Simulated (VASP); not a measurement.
Write the native input for VASP 6.6.1 that does the following.

| Quantity | Value |
| --- | --- |
| Task | single point |
| Functional | HSE06 |
| Potentials or basis | VASP PAW PBE potentials, release 64 (Si, O) |
| Cutoff | 520 eV |
| k mesh | 4 × 4 × 4 |
| Occupations | gaussian, width 0.01 eV |
| Spin | no spin polarisation |
| Dipole correction | no |
| Grid for exact exchange (PRECFOCK) | Fast |
| Further INCAR settings | ALGO = Normal; EDIFF = 1e-06; NBANDS = 25 |
| Share of exact exchange | 0.25 |
| Screening parameter | 0.2079 1/Å |

Crystal: SiO2.

```
Si O
1.0
    -2.56812    2.56812    3.65784
     2.56812   -2.56812    3.65784
     2.56812    2.56812   -3.65784
Si O
2 4
Direct
  0.00000 0.00000 0.00000
  0.75000 0.25000 0.50000
  0.94093 0.62500 0.81593
  0.37500 0.19093 0.31593
  0.80907 0.12500 0.18407
  0.87500 0.05907 0.68407
```

This cell differs from its parent crystal: biaxial xy strain +3.9%.

The input as run:

POSCAR

```
SiO2
1.0
   -2.5681223587      2.5681223587      3.6578437059
    2.5681223587     -2.5681223587      3.6578437059
    2.5681223587      2.5681223587     -3.6578437059
Si O
2 4
Direct
    0.0000000000      0.0000000000      0.0000000000
    0.7500000000      0.2500000000      0.5000000000
    0.9409316564      0.6250000000      0.8159316564
    0.3750000000      0.1909316564      0.3159316564
    0.8090683436      0.1250000000      0.1840683436
    0.8750000000      0.0590683436      0.6840683436
```

INCAR.step1

```
  PREC = Accurate
  ENCUT = 520
  EDIFF = 1E-5
  ISMEAR = 0
  SIGMA = 0.01
  LREAL = False
  LASPH = True
  NELM = 100
  ALGO = Normal
  ISIF = 2
  LWAVE = True
  GGA = PE
  NBANDS = 25
```

INCAR.step2

```
  PREC = Accurate
  ENCUT = 520
  EDIFF = 1E-6
  ISMEAR = 0
  SIGMA = 0.01
  LREAL = False
  LASPH = True
  NELM = 100
  ALGO = Normal
  ISIF = 2
  LWAVE = False
  LCHARG = True
  GGA = PE
  LHFCALC = True
  HFSCREEN = 0.2079
  PRECFOCK = Fast
  LELF = True
  LVHAR = True
  ISTART = 1
  NBANDS = 25
```

KPOINTS

```
Automatic mesh
0
Gamma
  4 4 4
```

Potentials or basis: VASP PAW PBE potentials, release 64 (Si, O).

Command:

```sh
$ cat potpaw_PBE.64/Si/POTCAR potpaw_PBE.64/O/POTCAR > POTCAR
$ cp INCAR.step1 INCAR
$ mpirun -np 1 vasp_std > vasp.out
$ cp INCAR.step2 INCAR
$ mpirun -np 1 vasp_std > vasp.out
```

Results of the run:

The pressure is -1.7 GPa, the largest force is 0.056 eV/Å and the band gap on the k mesh is 7.41 eV.

Caveat: the cell differs from its parent crystal (biaxial xy strain +3.9%); the PAW data sets were made with another functional, which shifts forces and pressure a little.

Run time: 43 min on 1 thread of Oxide Virtual Turin-like Processor (shared host), peak memory 0.32 GiB.
